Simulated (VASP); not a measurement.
Set up this calculation in VASP 6.6.1, as the native input.

```
Task                   : single point
Functional             : PBE
Potentials or basis    : VASP PAW PBE potentials, release 64 (Ca_sv, Se)
Cutoff                 : 520 eV
k mesh                 : 6 × 6 × 6
Occupations            : gaussian, width 0.02 eV
Spin                   : no spin polarisation
Dipole correction      : no
Further INCAR settings : ALGO = Normal; EDIFF = 1e-06; NBANDS = 15
```

The structure of CaSe lies in POSCAR:

```
CaSe
1.0
    7.4167563155      0.0000000000      0.0000000000
    0.0000000000      7.4167563155      0.0000000000
    0.0000000000      0.0000000000      5.2772654045
Ca Se
1 1
Direct
    0.5000000000      0.5000000000      0.5000000000
    0.5000000000      0.5000000000      0.0000000000
```

The cell was generated, and may not be a known phase.

These files were run (other wordings do the same):

INCAR

```
SYSTEM = CaSe
PREC = Accurate
ENCUT = 520
EDIFF = 1E-6
ISMEAR = 0
SIGMA = 0.02
LREAL = .FALSE.
LASPH = .TRUE.
NELM = 80
ALGO = Normal
ISIF = 2
LWAVE = .FALSE.
LCHARG = .FALSE.
GGA = PE
NBANDS = 15
```

KPOINTS

```
Automatic mesh
0
G
  6 6 6
  0 0 0
```

Potentials or basis: VASP PAW PBE potentials, release 64 (Ca_sv, Se).

Command:

```sh
$ cat potpaw_PBE.64/Ca_sv/POTCAR potpaw_PBE.64/Se/POTCAR > POTCAR
$ mpirun -np 1 vasp_std > vasp.out
```

Results of the run:

```json
{"Pressure": "0.0 GPa", "Band gap on the k mesh": "2.09 eV (least direct gap 2.10 eV)"}
```

It took 4 min on 1 thread of Oxide Virtual Turin-like Processor, on a shared host, peak memory 0.41 GiB.
